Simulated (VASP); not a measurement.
# SiC (P6_3/mmc) in VASP: single point with PBE

Aim: the single point of SiC with PBE.

All numbers are computed with VASP 6.6.1; they aren't measurements. Logs are shortened: lines on timing, memory, paths and dates and some standing lists are left out, and cuts for length are marked.

## Step 1: The cell of the first run

The structure is hexagonal, space group P6_3/mmc (No. 194). The conventional cell has a = 2.857 Å, b = 2.857 Å, c = 4.702 Å, α = 90.00°, β = 90.00°, γ = 120.00°. Within 2.7 Å of Si (site symmetry -3m) lie 6 C at 2.03 Å and 2 Si at 2.35 Å. Within 2.7 Å of C (site symmetry -6m2) lie 6 Si at 2.03 Å.

## Step 2: Single point, PBE

Input file INCAR:

```
ALGO = Normal
EDIFF = 1E-6
ENCUT = 520
GGA = PE
ISIF = 2
ISMEAR = -1
LASPH = True
LCHARG = False
LREAL = False
LWAVE = False
NBANDS = 16
NELM = 60
PREC = Accurate
SIGMA = 0.02
```

Input file KPOINTS:

```
k-points
0
Gamma
  9 9 4
```

Input file POSCAR:

```
SiC
1.0
    2.8568528420      0.0000000000      0.0000000000
   -1.4284264210      2.4741071360      0.0000000000
    0.0000000000      0.0000000000      4.7019938879
Si C
2 2
Direct
    0.0000000000      0.0000000000      0.0000000000
    0.0000000000      0.0000000000      0.5000000000
    0.3333333333      0.6666666667      0.2500000000
    0.6666666667      0.3333333333      0.7500000000
```

Potentials or basis: VASP PAW PBE potentials, release 64 (Si, C).

Command:

```bash
> cat potpaw_PBE.64/Si/POTCAR potpaw_PBE.64/C/POTCAR > POTCAR
> mpirun -np 1 vasp_std > vasp.out
```

OUTCAR:

```text
EDIFF = 1E-6
   ENCUT = 520
   GGA = PE
   ISIF = 2
   ISMEAR = -1
   LASPH = True
   LREAL = False
   NELM = 60
   PREC = Accurate

 ion  position               nearest neighbor table
   1  0.000  0.000  0.000-   3 2.03   4 2.03   3 2.03   4 2.03   4 2.03   3 2.03   2 2.35   2 2.35

   2  0.000  0.000  0.500-   3 2.03   4 2.03   3 2.03   4 2.03   4 2.03   3 2.03   1 2.35   1 2.35

   3  0.333  0.667  0.250-   1 2.03   2 2.03   1 2.03   2 2.03   1 2.03   2 2.03
   4  0.667  0.333  0.750-   1 2.03   2 2.03   1 2.03   2 2.03   1 2.03   2 2.03

  LATTYP: Found a hexagonal cell.
 ALAT       =     2.8568528420
 C/A-ratio  =     1.6458649248

  Lattice vectors:

 A1 = (   2.8568528420,   0.0000000000,   0.0000000000)
 A2 = (  -1.4284264210,   2.4741071360,   0.0000000000)
 A3 = (   0.0000000000,   0.0000000000,   4.7019938879)

Analysis of symmetry for initial positions (statically):
=====================================================================
 Subroutine PRICEL returns:
 Original cell was already a primitive cell.

 Routine SETGRP: Setting up the symmetry group for a
 hexagonal supercell.

 Subroutine GETGRP returns: Found 24 space group operations
 (whereof 12 operations were pure point group operations)
 out of a pool of 24 trial point group operations.

The static configuration has the point symmetry D_3d.
 The point group associated with its full space group is D_6h.

Analysis of symmetry for dynamics (positions and initial velocities):
=====================================================================
 Subroutine PRICEL returns:
 Original cell was already a primitive cell.

 Routine SETGRP: Setting up the symmetry group for a
 hexagonal supercell.

 Subroutine GETGRP returns: Found 24 space group operations
 (whereof 12 operations were pure point group operations)
 out of a pool of 24 trial point group operations.

The dynamic configuration has the point symmetry D_3d.
 The point group associated with its full space group is D_6h.

 Subroutine INISYM returns: Found 24 space group operations
 (whereof 12 operations are pure point group operations),
 and found     1 'primitive' translations

----------------------------------------------------------------------------------------

                                     Primitive cell

  volume of cell :      33.2344

  direct lattice vectors                    reciprocal lattice vectors
     2.856852842  0.000000000  0.000000000     0.350035530  0.202093108  0.000000000
    -1.428426421  2.474107136  0.000000000     0.000000000  0.404186215  0.000000000
     0.000000000  0.000000000  4.701993888     0.000000000  0.000000000  0.212675734

  length of vectors
     2.856852842  2.856852842  4.701993888     0.404186215  0.404186215  0.212675734

  position of ions in fractional coordinates (direct lattice)
     0.000000000  0.000000000  0.000000000
     0.000000000  0.000000000  0.500000000
     0.333333333  0.666666667  0.250000000
     0.666666667  0.333333333  0.750000000

  ion indices of the primitive-cell ions
   primitive index   ion index
                 1           1
                 2           2
                 3           3
                 4           4

----------------------------------------------------------------------------------------

 KPOINTS: k-points

Automatic generation of k-mesh.
 Grid dimensions read from file:
 generate k-points for:    9    9    4

 Generating k-lattice:

  Cartesian coordinates                     Fractional coordinates (reciprocal lattice)
     0.038892837  0.022454790  0.000000000     0.111111111 -0.000000000  0.000000000
     0.000000000  0.044909579  0.000000000     0.000000000  0.111111111  0.000000000
     0.000000000  0.000000000  0.053168933     0.000000000  0.000000000  0.250000000

  Length of vectors
     0.044909579  0.044909579  0.053168933

  Shift w.r.t. Gamma in fractional coordinates (k-lattice)
     0.000000000  0.000000000  0.000000000

 Subroutine IBZKPT returns following result:
 ===========================================

 Found     36 irreducible k-points:

 Following reciprocal coordinates:
            Coordinates               Weight
  0.000000  0.000000  0.000000      1.000000
  0.111111  0.000000  0.000000      6.000000
  0.222222  0.000000  0.000000      6.000000
  0.333333  0.000000  0.000000      6.000000
  0.444444  0.000000  0.000000      6.000000
  0.111111  0.111111  0.000000      6.000000
[... 16 lines left out ...]
  0.333333  0.222222  0.250000     24.000000
  0.333333  0.333333  0.250000      4.000000
 [... further k-points ...]
   k-points           NKPTS =     36   k-points in BZ     NKDIM =     36   number of bands    NBANDS=     16
   number of dos      NEDOS =    301   number of ions     NIONS =      4
   total plane-waves  NPLWV =  20736
   dimension x,y,z NGX =    24 NGY =   24 NGZ =   36
   dimension x,y,z NGXF=    48 NGYF=   48 NGZF=   72
   ions per type =               2   2
   NGX,Y,Z   is equivalent  to a cutoff of  13.97, 13.97, 12.73 a.u.
   NGXF,Y,Z  is equivalent  to a cutoff of  27.93, 27.93, 25.46 a.u.
 SYSTEM =  unknown system
   PREC   = accura    normal or accurate (medium, high low for compatibility)
   ISTART =      0    job   : 0-new  1-cont  2-samecut
   ICHARG =      2    charge: 1-file 2-atom 10-const
   ISPIN  =      1    spin polarized calculation?
   LNONCOLLINEAR =      F non collinear calculations
   LSORBIT =      F    spin-orbit coupling
   LASPH  =      T    aspherical Exc in radial PAW
   ENCUT  =  520.0 eV  38.22 Ry    6.18 a.u.   5.31  5.31  8.74*2*pi/ulx,y,z
   NELM   =     60;   NELMIN=  2; NELMDL= -5     # of ELM steps
   EDIFF  = 0.1E-05   stopping-criterion for ELM
   LREAL  =      F    real-space projection
   EDIFFG = 0.1E-04   stopping-criterion for IOM
   NSW    =      0    number of steps for IOM
   IBRION =     -1    ionic relax: 0-MD 1-quasi-New 2-CG
   NFREE  =      0    steps in history (QN), initial steepest desc. (CG)
   ISIF   =      2    stress and relaxation
   ISYM   =      2    0-nonsym 1-usesym 2-fastsym
   POTIM  = 0.5000    time-step for ionic-motion
   TEBEG  =    0.0;   TEEND  =   0.0 temperature during run
   PSTRESS=    0.0 pullay stress
   NELECT =      16.0000    total number of electrons
   NUPDOWN=      -1.0000    fix difference up-down
   EMIN   =  10.00;   EMAX   =-10.00  energy-range for DOS
   EFERMI =   0.00;   METHOD = LEGACY
   ISMEAR =    -1;   SIGMA  =   0.02  broadening in eV -4-tet -1-fermi 0-gaus
   EFERMI_NEDOS =   21; number of points for ismear=-14 and -15
   IALGO  =     38    algorithm
   IMIX   =      4    mixing-type and parameters
     AMIX     =   0.40;   BMIX     =  1.00
     AMIX_MAG =   1.60;   BMIX_MAG =  1.00
  volume/ion in A,a.u.               =       8.31        56.07
  Fermi-wavevector in a.u.,A,eV,Ry     =   1.283075  2.424660 22.399016  1.646281
  Thomas-Fermi vector in A             =   2.415349
   LORBIT       =      0    0 simple, 1 ext, 2 COOP (PROOUT), +10 PAW based schemes
   GGA     = PE    functional components
   LHFCALC =     F    Hartree Fock is set to
   AEXX    =    0.0000 exact exchange contribution
   IVDW    =     0    specifies the selected vdW correction
   LEPSILON=     F    determine dielectric tensor
   LRPA    =     F    only Hartree local field effects (RPA)
 non-spin polarized calculation
  energy-cutoff  :      520.00
  volume of cell :       33.23
 maximum number of plane-waves:       911
 NGX is ok and might be reduce to    24
   NGX = 11   NGY = 11   NGZ = 17

 number of electron      15.9999999 magnetization

 Free energy of the ion-electron system (eV)
  ---------------------------------------------------
  ext. energy  EPLUGINS =         0.00000000
  ---------------------------------------------------
  free energy    TOTEN  =       -26.96976415 eV

  energy without entropy =      -26.96930892  energy(sigma->0) =      -26.96953653

 E-fermi :  12.0102     XC(G=0): -12.6428

 val. band max:       11.9698786164   @ k =   0.2222   0.0000   0.0000
 cond. band min:      12.1657239642   @ k =   0.1111   0.0000   0.0000
 fundamental gap:      0.1958453478
 Fermi energy:        12.0101979557

 k-point     1 :       0.0000    0.0000    0.0000
  band No.  band energies     occupation
      1      -6.2061      2.00000
      2      -1.2187      2.00000
      3       0.7456      2.00000
      4      11.3094      2.00000
      5      11.3094      2.00000
      6      11.8541      1.99918
[... 8 lines left out ...]
     15      21.7944      0.00000
     16      22.1454      0.00000

 k-point     2 :       0.1111    0.0000    0.0000
  band No.  band energies     occupation
      1      -5.9399      2.00000
      2      -0.9970      2.00000
      3       1.0187      2.00000
      4       9.4608      2.00000
      5      10.4555      2.00000
      6      11.1265      2.00000
[... 8 lines left out ...]
     15      20.7718      0.00000
     16      21.5686      0.00000

 k-point     3 :       0.2222    0.0000    0.0000
  band No.  band energies     occupation
      1      -5.1459      2.00000
      2      -0.3553      2.00000
      3       1.8289      2.00000
      4       6.4577      2.00000
      5       9.1702      2.00000
      6       9.3653      2.00000
[... 8 lines left out ...]
     15      22.1564      0.00000
     16      22.4463      0.00000

 k-point     4 :       0.3333    0.0000    0.0000
  band No.  band energies     occupation
      1      -3.8417      2.00000
      2       0.5164      2.00000
      3       3.1391      2.00000
      4       3.6952      2.00000
      5       6.9185      2.00000
      6       8.5374      2.00000
[... 8 lines left out ...]
     15      24.0362      0.00000
     16      24.8690      0.00000
[... 324 lines left out ...]
 k-point    22 :       0.2222    0.2222    0.2500
  band No.  band energies     occupation
      1      -2.7200      2.00000
      2      -0.1441      2.00000
      3       4.0606      2.00000
      4       4.1210      2.00000
      5       5.8885      2.00000
      6       7.1452      2.00000
[... 8 lines left out ...]
     15      21.8911      0.00000
     16      23.9230      0.00000

 k-point    23 :       0.3333    0.2222    0.2500
  band No.  band energies     occupation
      1      -1.0169      2.00000
      2       0.5813      2.00000
      3       2.3394      2.00000
      4       3.5246      2.00000
      5       5.0401      2.00000
      6       6.4859      2.00000
[... 8 lines left out ...]
     15      23.6325      0.00000
     16      24.8637      0.00000

 k-point    24 :       0.3333    0.3333    0.2500
  band No.  band energies     occupation
      1       0.5007      2.00000
      2       0.5007      2.00000
      3       1.4218      2.00000
      4       3.9903      2.00000
      5       4.7498      2.00000
      6       4.7498      2.00000
[... 8 lines left out ...]
     15      23.9726      0.00000
     16      23.9726      0.00000

 [... further k-points ...]

------------------------ aborting loop because EDIFF is reached ----------------------------------------

  FORCE on cell =-STRESS in cart. coord.  units (eV):
  Direction    XX          YY          ZZ          XY          YZ          ZX
  --------------------------------------------------------------------------------------
  -------------------------------------------------------------------------------------
  Total        1.0440961      1.0440961      1.8880502      0.0000000      0.0000000      0.0000000
  in kB       50.3341383     50.3341383     91.0197608      0.0000000      0.0000000      0.0000000
  external PRESSURE =      63.8960125 kB  Pullay stress =       0.0000000 kB

 VOLUME and BASIS-vectors are now :
 -----------------------------------------------------------------------------
  energy-cutoff  :      520.00
  volume of cell :       33.23
      direct lattice vectors                 reciprocal lattice vectors
     2.856852842  0.000000000  0.000000000     0.350035530  0.202093108  0.000000000
    -1.428426421  2.474107136  0.000000000     0.000000000  0.404186215  0.000000000
     0.000000000  0.000000000  4.701993888     0.000000000  0.000000000  0.212675734

 POSITION                                       TOTAL-FORCE (eV/Angst)
 -----------------------------------------------------------------------------------
      0.00000      0.00000      0.00000        -0.000000      0.000000     -0.000000
      0.00000      0.00000      2.35100        -0.000000      0.000000     -0.000000
     -0.00000      1.64940      1.17550        -0.000000      0.000000     -0.000000
      1.42843      0.82470      3.52650         0.000000     -0.000000      0.000000
 -----------------------------------------------------------------------------------
    total drift:                               -0.000000      0.000000     -0.000000

  FREE ENERGIE OF THE ION-ELECTRON SYSTEM (eV)
  ---------------------------------------------------
  free  energy   TOTEN  =       -26.9697641522 eV

  energy  without entropy=      -26.9693089175  energy(sigma->0) =      -26.96953653
```

Wall time 7.1 s (1 thread of Intel Xeon 6975P-C (Granite Rapids), shared host); peak memory 0.15 GiB.

What came out:

```
Free energy            : -26.9698 eV
Pressure               : 6.4 GPa
Band gap on the k mesh : zero (band 8 reaches 12.34 eV, above the bottom of band 9 at 10.87 eV)
```
